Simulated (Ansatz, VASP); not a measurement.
# One calculation of Cu4O, two programs

```
Cu O
1.0
     4.97787    0.00000    0.00000
    -2.48893    4.31096    0.00000
     0.00000    0.00000    3.55991
Cu O
4 1
Direct
  0.00000 0.00000 0.00000
  0.50000 0.00000 0.00000
  0.00000 0.50000 0.00000
  0.50000 0.50000 0.00000
  0.00000 0.00000 0.50000
```

Alike in both runs: task relaxation of cell and atoms; functional PBE; k mesh 12 × 12 × 10; occupations gaussian, width 0.1 eV; no spin polarisation.

|  | VASP | Ansatz |
| --- | --- | --- |
| version | VASP 6.6.1 | Ansatz 0.2.0 |
| potentials or method | VASP PAW PBE potentials, release 64 (Cu, O), cutoff 600 eV | scalar-relativistic, plane waves, PAW |
| valence electrons in the cell | 50 | 82 |

|  | VASP | Ansatz | Ansatz less VASP |
| --- | --- | --- | --- |
| gap on the k mesh at the Fermi level, each at its own relaxed structure (eV) | none | none | - |
| relaxed volume (Å³/atom) | 15.36 | 15.28 | -0.078 |
| relaxed length of the cell vector where the two differ most in proportion (Å) | 3.575 | 3.563 | -0.0117 |

A gap of «none» marks a metal or a gap that the smearing closes. VASP's potentials hold 50 valence electrons a cell and Ansatz's 82, so a difference there can come from the potentials and not from the codes.
